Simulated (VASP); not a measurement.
A run of VASP 6.6.1:

The input INCAR:

```
SYSTEM = Te2Mo
  ALGO = Normal
  EDIFF = 1E-6
  ENCUT = 520
  GGA = PE
  ISIF = 2
  ISMEAR = 0
  IVDW = 12
  LASPH = .TRUE.
  LCHARG = .FALSE.
  LREAL = .FALSE.
  LWAVE = .FALSE.
  NBANDS = 49
  NELM = 60
  PREC = Accurate
  SIGMA = 0.02
```

KPOINTS

```
k-points
0
G
  12 12 2
  0 0 0
```

Contents of POSCAR:

```
Te2Mo
1.0
    3.4967736556      0.0000000000      0.0000000000
   -1.7483868278      3.0282948171      0.0000000000
    0.0000000000      0.0000000000     21.3089454066
Te Mo
6 3
Direct
    0.0000000000      0.0000000000      0.9147427392
    0.3333333333      0.6666666667      0.5934947387
    0.3333333333      0.6666666667      0.2359235192
    0.3333333333      0.6666666667      0.7640764808
    0.3333333333      0.6666666667      0.4065052613
    0.0000000000      0.0000000000      0.0852572608
    0.0000000000      0.0000000000      0.6787512305
    0.0000000000      0.0000000000      0.3212487695
    0.3333333333      0.6666666667      0.0000000000
```

Potentials or basis: VASP PAW PBE potentials, release 64 (Te, Mo_sv).

Run with:

```sh
$ cat potpaw_PBE.64/Te/POTCAR potpaw_PBE.64/Mo_sv/POTCAR > POTCAR
$ mpirun -np 1 vasp_std > vasp.out
```

Hardware: 1 thread of Intel Xeon 8259CL (shared host).

Estimate the wall time of this run.

Wall time 19 min on 1 thread of Intel Xeon 8259CL, on a shared host, peak memory 0.55 GiB. Counts: scf iterations 17, k points 38.
